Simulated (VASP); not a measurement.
Wanted: the native input for a VASP 6.6.1 run.

```
Task                                : relaxation of the atoms
Functional                          : PBE
Potentials or basis                 : VASP PAW PBE potentials, release 64 (Al, Cl)
Cutoff                              : 520 eV
k mesh                              : 5 × 5 × 1
Occupations                         : gaussian, width 0.1 eV
Spin                                : no spin polarisation
Dipole correction                   : yes
Atoms held fixed (from 0)           : [0, 1, 2, 3, 4, 5, 6, 7, 8, 9, 10, 11]
Further INCAR settings              : ALGO = Normal; EDIFF = 1e-06; IBRION = 2; EDIFFG = -0.025; NSW = 36
Atoms held along some axes (from 0) : atom 12 along a and b
```

The structure of Al12Cl lies in POSCAR:

```
Al12Cl
1.0
    5.7135165837      0.0000000000      0.0000000000
    0.0000000000      5.7135165837      0.0000000000
    0.0000000000      0.0000000000     19.6746954317
Al Cl
12 1
Selective dynamics
Direct
    0.2500000000      0.2500000000      0.2033068321  F F F
    0.2500000000      0.7500000000      0.2033068321  F F F
    0.7500000000      0.2500000000      0.2033068321  F F F
    0.7500000000      0.7500000000      0.2033068321  F F F
    0.0000000000      0.0000000000      0.3092728609  F F F
    0.0000000000      0.5000000000      0.3092728609  F F F
    0.5000000000      0.0000000000      0.3092728609  F F F
    0.5000000000      0.5000000000      0.3092728609  F F F
    0.2500000000      0.2500000000      0.4154928578  F F F
    0.2500000000      0.7500000000      0.4154928578  F F F
    0.7500000000      0.2500000000      0.4154928578  F F F
    0.7500000000      0.7500000000      0.4154928578  F F F
    0.3333333333      0.3333333333      0.5225851671  F F T
```

The input as run:

INCAR

```
ALGO = Normal ; DIPOL = 0.5 0.5 0.326
EDIFF = 1E-6 ; EDIFFG = -0.025
ENCUT = 520 ; GGA = PE
IBRION = 2 ; IDIPOL = 3
ISIF = 2 ; ISMEAR = 0
LASPH = T ; LCHARG = F
LDIPOL = T ; LREAL = F
LWAVE = F ; NELM = 80
NSW = 36 ; PREC = Accurate
SIGMA = 0.1
```

KPOINTS

```
k-points
0
Gamma
  5 5 1
```

Potentials or basis: VASP PAW PBE potentials, release 64 (Al, Cl).

The run is started by

```console
$ cat potpaw_PBE.64/Al/POTCAR potpaw_PBE.64/Cl/POTCAR > POTCAR
$ mpirun -np 1 vasp_std > vasp.out
```

It gave:

| Property | Result |
| --- | --- |
| Energy gained by relaxing | 0.0 meV/atom |
| Ionic steps | 2 |
| Band gap on the k mesh | zero (an odd number of electrons rules out a gap without spin polarisation) |

It took 4.4 min on 1 thread of AMD EPYC 7R13 Processor (Zen 3), on a shared host, peak memory 0.59 GiB.
